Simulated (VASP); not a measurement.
Wanted: the native input for a VASP 6.6.1 run.

```
Task                   : single point
Functional             : r2SCAN
Potentials or basis    : VASP PAW PBE potentials, release 64 (Cu, O, Mo_sv)
Cutoff                 : 520 eV
k mesh                 : 11 × 11 × 3
Occupations            : fermi-dirac, width 0.1 eV
Spin                   : no spin polarisation
Dipole correction      : no
Further INCAR settings : ALGO = Normal; EDIFF = 1e-06; NBANDS = 47
```

The system is CuMoO2.

```
Cu O Mo
1.0
     2.68812    0.00000    0.00000
    -1.34406    2.32798    0.00000
     0.00000    0.00000   12.64953
Cu O Mo
2 4 2
Direct
  0.33333 0.66667 0.25000
  0.66667 0.33333 0.75000
  0.33333 0.66667 0.10728
  0.66667 0.33333 0.60728
  0.33333 0.66667 0.39272
  0.66667 0.33333 0.89272
  0.00000 0.00000 0.00000
  0.00000 0.00000 0.50000
```

One way to write it, as run:

POSCAR

```
CuMoO2
1.0
    2.6881213864     -0.0000002551      0.0000000000
   -1.3440604723      2.3279815366      0.0000000000
    0.0000000000      0.0000000000     12.6495255053
Cu O Mo
2 4 2
Direct
    0.3333333333      0.6666666667      0.2500000000
    0.6666666667      0.3333333333      0.7500000000
    0.3333333333      0.6666666667      0.1072768337
    0.6666666667      0.3333333333      0.6072768337
    0.3333333333      0.6666666667      0.3927231663
    0.6666666667      0.3333333333      0.8927231663
    0.0000000000      0.0000000000      0.0000000000
    0.0000000000      0.0000000000      0.5000000000
```

INCAR.step1

```
PREC = Accurate ; ENCUT = 520
ISMEAR = -1 ; SIGMA = 0.1
LREAL = False ; LASPH = True
NELM = 80 ; NBANDS = 47
GGA = PE ; ALGO = Normal
EDIFF = 1E-4 ; LWAVE = True
LCHARG = False
```

INCAR.step2

```
PREC = Accurate ; ENCUT = 520
EDIFF = 1E-6 ; ISMEAR = -1
SIGMA = 0.1 ; LREAL = False
LASPH = True ; NELM = 80
ALGO = Normal ; ISIF = 2
LWAVE = False ; LCHARG = False
METAGGA = R2SCAN ; LMIXTAU = True
NBANDS = 47 ; ISTART = 1
```

KPOINTS

```
regular mesh
0
Gamma
  11 11 3
```

Potentials or basis: VASP PAW PBE potentials, release 64 (Cu, O, Mo_sv).

Command:

```sh
$ cat potpaw_PBE.64/Cu/POTCAR potpaw_PBE.64/O/POTCAR potpaw_PBE.64/Mo_sv/POTCAR > POTCAR
$ cp INCAR.step1 INCAR
$ mpirun -np 1 vasp_std > vasp.out
$ cp INCAR.step2 INCAR
$ mpirun -np 1 vasp_std > vasp.out
```

Results of the run:

```
Pressure               : 21.9 GPa
Largest force          : 0.011 eV/Å
Band gap on the k mesh : zero (bands 37 and 38 overlap by 3.18 eV)
```

Caveat: the cell stands under pressure; the PAW data sets were made with another functional, which shifts forces and pressure a little; semilocal functionals often make such compounds metallic where correlation or magnetic order opens a gap, which also shifts bond lengths.

Run time: 12 min on 1 thread of Intel(R) Xeon(R) Platinum 8259CL CPU @ 2.50GHz (Skylake/Cascade Lake), with other jobs on the host, peak memory 0.26 GiB.
